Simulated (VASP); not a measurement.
# LiCl (Fm-3m) in VASP: further runs

LiCl is run at these levels: PBEsol; tasks: single point.

Everything below comes from runs of VASP 6.6.1. Logs are shortened: lines on timing, memory, paths and dates and some standing lists are left out, and cuts for length are marked.

### Step 1. The cell of the first run

Symmetry: Fm-3m, No. 225, cubic system. Conventional cell: a = 4.584 Å, b = 4.584 Å, c = 4.584 Å, α = 90.00°, β = 90.00°, γ = 90.00°. Within 3.0 Å of Cl (site symmetry m-3m) lie 6 Li at 2.29 Å. Li (site symmetry m-3m) has 6 Cl at 2.29 Å within 3.0 Å.

### Step 2. Single point, PBEsol

Input file INCAR:

```
SYSTEM = LiCl
ALGO = Normal ; EDIFF = 1E-6
ENCUT = 750 ; GGA = PS
GGA_COMPAT = .FALSE. ; ISIF = 2
ISMEAR = -1 ; LASPH = .TRUE.
LCHARG = .FALSE. ; LREAL = .FALSE.
LWAVE = .FALSE. ; NBANDS = 12
NELM = 120 ; PREC = Accurate
SIGMA = 0.05
```

Input file KPOINTS:

```
k-points
0
G
  9 9 9
  0 0 0
```

Input file POSCAR:

```
LiCl
1.0
    0.0000000000      2.2920009711      2.2920009711
    2.2920009711      0.0000000000      2.2920009711
    2.2920009711      2.2920009711      0.0000000000
Cl Li
1 1
Direct
    0.5000000000      0.5000000000      0.5000000000
    0.0000000000      0.0000000000      0.0000000000
```

Potentials or basis: VASP PAW PBE potentials, release 64 (Cl, Li_sv).

Launch:

```console
> cat potpaw_PBE.64/Cl/POTCAR potpaw_PBE.64/Li_sv/POTCAR > POTCAR
> mpirun -np 1 vasp_std > vasp.out
```

OUTCAR:

```text
SYSTEM = LiCl
   EDIFF = 1E-6
   ENCUT = 750
   GGA = PS
   ISIF = 2
   ISMEAR = -1
   LASPH = .TRUE.
   LREAL = .FALSE.
   NELM = 120
   PREC = Accurate

 ion  position               nearest neighbor table
   1  0.500  0.500  0.500-   2 2.29   2 2.29   2 2.29   2 2.29   2 2.29   2 2.29
   2  0.000  0.000  0.000-   1 2.29   1 2.29   1 2.29   1 2.29   1 2.29   1 2.29

  LATTYP: Found a face centered cubic cell.
 ALAT       =     4.5840019422

  Lattice vectors:

 A1 = (   0.0000000000,   2.2920009711,   2.2920009711)
 A2 = (   2.2920009711,   0.0000000000,   2.2920009711)
 A3 = (   2.2920009711,   2.2920009711,   0.0000000000)

Analysis of symmetry for initial positions (statically):
=====================================================================
 Subroutine PRICEL returns:
 Original cell was already a primitive cell.

 Routine SETGRP: Setting up the symmetry group for a
 face centered cubic supercell.

 Subroutine GETGRP returns: Found 48 space group operations
 (whereof 48 operations were pure point group operations)
 out of a pool of 48 trial point group operations.

The static configuration has the point symmetry O_h .

Analysis of symmetry for dynamics (positions and initial velocities):
=====================================================================
 Subroutine PRICEL returns:
 Original cell was already a primitive cell.

 Routine SETGRP: Setting up the symmetry group for a
 face centered cubic supercell.

 Subroutine GETGRP returns: Found 48 space group operations
 (whereof 48 operations were pure point group operations)
 out of a pool of 48 trial point group operations.

The dynamic configuration has the point symmetry O_h .

 Subroutine INISYM returns: Found 48 space group operations
 (whereof 48 operations are pure point group operations),
 and found     1 'primitive' translations

----------------------------------------------------------------------------------------

                                     Primitive cell

  volume of cell :      24.0810

  direct lattice vectors                    reciprocal lattice vectors
     0.000000000  2.292000971  2.292000971    -0.218149995  0.218149995  0.218149995
     2.292000971  0.000000000  2.292000971     0.218149995 -0.218149995  0.218149995
     2.292000971  2.292000971  0.000000000     0.218149995  0.218149995 -0.218149995

  length of vectors
     3.241378858  3.241378858  3.241378858     0.377846875  0.377846875  0.377846875

  position of ions in fractional coordinates (direct lattice)
     0.500000000  0.500000000  0.500000000
     0.000000000  0.000000000  0.000000000

[... 88 lines left out ...]
   NUPDOWN=      -1.0000    fix difference up-down
   EMIN   =  10.00;   EMAX   =-10.00  energy-range for DOS
   EFERMI =   0.00;   METHOD = LEGACY
   ISMEAR =    -1;   SIGMA  =   0.05  broadening in eV -4-tet -1-fermi 0-gaus
   EFERMI_NEDOS =   21; number of points for ismear=-14 and -15
   IALGO  =     38    algorithm
   IMIX   =      4    mixing-type and parameters
     AMIX     =   0.40;   BMIX     =  1.00
     AMIX_MAG =   1.60;   BMIX_MAG =  1.00
  volume/ion in A,a.u.               =      12.04        81.25
  Fermi-wavevector in a.u.,A,eV,Ry     =   1.221378  2.308069 20.296679  1.491764
  Thomas-Fermi vector in A             =   2.356562
   LORBIT       =      0    0 simple, 1 ext, 2 COOP (PROOUT), +10 PAW based schemes
   GGA     = PS    functional components
   LHFCALC =     F    Hartree Fock is set to
   AEXX    =    0.0000 exact exchange contribution
   IVDW    =     0    specifies the selected vdW correction
   LEPSILON=     F    determine dielectric tensor
   LRPA    =     F    only Hartree local field effects (RPA)
 non-spin polarized calculation
  energy-cutoff  :      750.00
  volume of cell :       24.08
 maximum number of plane-waves:      1139
 NGX is ok and might be reduce to    30
   NGX = 15   NGY = 15   NGZ = 15

 number of electron      10.0000001 magnetization

 Free energy of the ion-electron system (eV)
  ---------------------------------------------------
  ext. energy  EPLUGINS =         0.00000000
  ---------------------------------------------------
  free energy    TOTEN  =        -7.23316434 eV

  energy without entropy =       -7.23316434  energy(sigma->0) =       -7.23316434

 E-fermi :   4.7839     XC(G=0): -10.4513

 val. band max:        3.6776227109   @ k =  -0.1111   0.1111   0.0000
 cond. band min:      10.5654902937   @ k =   0.4444   0.0000   0.0000
 fundamental gap:      6.8878675827
 Fermi energy:         4.7838957346

 k-point     1 :       0.0000    0.0000    0.0000
  band No.  band energies     occupation
      1     -38.9163      2.00000
      2     -11.3008      2.00000
      3       3.6746      2.00000
      4       3.6746      2.00000
      5       3.6746      2.00000
      6      12.2925      0.00000
      7      15.5726      0.00000
      8      15.5726      0.00000
      9      15.5726      0.00000
     10      19.0960      0.00000
     11      19.0960      0.00000
     12      20.0033      0.00000
[... 331 lines left out ...]
 k-point    24 :       0.4444    0.4444    0.0000
  band No.  band energies     occupation
      1     -38.8956      2.00000
      2      -9.5924      2.00000
      3      -1.0725      2.00000
      4       1.7722      2.00000
      5       1.7722      2.00000
      6      11.0211      0.00000
      7      12.1522      0.00000
      8      18.9237      0.00000
      9      20.0880      0.00000
     10      20.0880      0.00000
     11      22.0733      0.00000
     12      24.4523      0.00000

 [... further k-points ...]

------------------------ aborting loop because EDIFF is reached ----------------------------------------

  FORCE on cell =-STRESS in cart. coord.  units (eV):
  Direction    XX          YY          ZZ          XY          YZ          ZX
  --------------------------------------------------------------------------------------
  -------------------------------------------------------------------------------------
  Total        3.0184882      3.0184882      3.0184882     -0.0000000      0.0000000      0.0000000
  in kB      200.8286524    200.8286524    200.8286524     -0.0000000      0.0000000      0.0000000
  external PRESSURE =     200.8286524 kB  Pullay stress =       0.0000000 kB

 VOLUME and BASIS-vectors are now :
 -----------------------------------------------------------------------------
  energy-cutoff  :      750.00
  volume of cell :       24.08
      direct lattice vectors                 reciprocal lattice vectors
     0.000000000  2.292000971  2.292000971    -0.218149995  0.218149995  0.218149995
     2.292000971  0.000000000  2.292000971     0.218149995 -0.218149995  0.218149995
     2.292000971  2.292000971  0.000000000     0.218149995  0.218149995 -0.218149995

 POSITION                                       TOTAL-FORCE (eV/Angst)
 -----------------------------------------------------------------------------------
      2.29200      2.29200      2.29200        -0.000000     -0.000000      0.000000
      0.00000      0.00000      0.00000         0.000000      0.000000     -0.000000
 -----------------------------------------------------------------------------------
    total drift:                               -0.000000     -0.000000      0.000000

  FREE ENERGIE OF THE ION-ELECTRON SYSTEM (eV)
  ---------------------------------------------------
  free  energy   TOTEN  =        -7.2331643388 eV

  energy  without entropy=       -7.2331643388  energy(sigma->0) =       -7.23316434
```

OSZICAR:

```text
N       E                     dE             d eps       ncg     rms          rms(c)
DAV:   1     0.477414662772E+02    0.47741E+02   -0.56196E+03   840   0.104E+03
DAV:   2    -0.483845662457E+01   -0.52580E+02   -0.49638E+02  1052   0.176E+02
DAV:   3    -0.722406800675E+01   -0.23856E+01   -0.23758E+01  1128   0.367E+01
DAV:   4    -0.728271482690E+01   -0.58647E-01   -0.58621E-01  1092   0.575E+00
DAV:   5    -0.728360257378E+01   -0.88775E-03   -0.88771E-03  1124   0.645E-01    0.334E+00
DAV:   6    -0.723604686929E+01    0.47556E-01   -0.72405E-02  1028   0.139E+00    0.223E+00
DAV:   7    -0.723236237575E+01    0.36845E-02   -0.33544E-02  1188   0.107E+00    0.900E-01
DAV:   8    -0.723317067299E+01   -0.80830E-03   -0.29898E-03   964   0.405E-01    0.104E-01
DAV:   9    -0.723315301468E+01    0.17658E-04   -0.57187E-05  1072   0.558E-02    0.191E-02
DAV:  10    -0.723316426200E+01   -0.11247E-04   -0.13819E-05   912   0.323E-02    0.121E-02
DAV:  11    -0.723316433880E+01   -0.76798E-07   -0.17877E-06   996   0.102E-02
   1 F= -.72331643E+01 E0= -.72331643E+01  d E =-.173005E-10
```

stdout:

```text
POSCAR found type information on POSCAR ClLi
 POSCAR found :  2 types and       2 ions
 scaLAPACK will be used
 -----------------------------------------------------------------------------
|                                                                             |
|                                                                             |
|     You enforced a specific xc type in the INCAR file but a different       |
|     I HOPE YOU KNOW WHAT YOU ARE DOING!                                     |
|                                                                             |
 -----------------------------------------------------------------------------

 LDA part: xc-table for (Slater+PW92), standard interpolation
 POSCAR, INCAR and KPOINTS ok, starting setup
 FFT: planning ... GRIDC
 FFT: planning ... GRID_SOFT
 FFT: planning ... GRID
 WAVECAR not read
 entering main loop
```

Wall time 17 s (1 thread of Intel Xeon 8259CL, shared host); peak memory 0.17 GiB.

Results:

| Item | Value |
| --- | --- |
| Free energy | -7.2332 eV |
| Pressure | 20.1 GPa |
| Band gap on the k mesh | 6.89 eV (least direct gap 7.33 eV) |

Levels at points of the mesh, in eV from the valence-band top:
```tsv
k point	band 1	band 2	band 3	band 4	band 5	band 6	band 7	band 8	band 9	band 10
(0.00, 0.00, 0.00)	-42.59	-14.98	0.00	0.00	0.00	8.61	11.89	11.89	11.89	15.42
```

Caveat: the cell stands under pressure; the PAW data sets were made with another functional, which shifts forces and pressure a little; an odd mesh through Γ misses points on the zone boundary, where band edges can lie.

[end of part 1 of 2]
